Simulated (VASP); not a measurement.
InSe, 4 atoms in the cell. It takes space group C2/m (No. 12, monoclinic). The conventional cell has a = 11.697 Å, b = 4.096 Å, c = 4.595 Å, α = 90.00°, β = 110.30°, γ = 90.00°. Within 3.5 Å of In (site symmetry m) lie 5 Se at 2.57 to 3.50 Å and 1 In at 2.73 Å. Within 3.6 Å of Se (site symmetry m) lie 5 In at 2.57 to 3.50 Å and 3 Se at 3.50 to 3.51 Å. 

* Program: VASP 6.6.1
* Task: electric field gradients
* Functional: PBE
* Potentials or basis: VASP PAW PBE potentials, release 64 (In_d, Se)
* Cutoff: 520 eV
* k mesh: 7 × 7 × 6
* Occupations: fermi-dirac, width 0.02 eV
* Spin: no spin polarisation
* Dipole correction: no
* Further INCAR settings: ALGO = Normal; EDIFF = 1e-08; NBANDS = 27

Potentials or basis: VASP PAW PBE potentials, release 64 (In_d, Se).

Run with:

```console
$ cat potpaw_PBE.64/In_d/POTCAR potpaw_PBE.64/Se/POTCAR > POTCAR
$ mpirun -np 1 vasp_std > vasp.out
```

Hardware: 1 thread of Intel Xeon 8259CL (shared host).

Task: How long does it take, and how much memory?

Result: It took 9 min on 1 thread of Intel Xeon 8259CL (shared host), peak memory 0.41 GiB. Counts: scf iterations 17, k points 88.
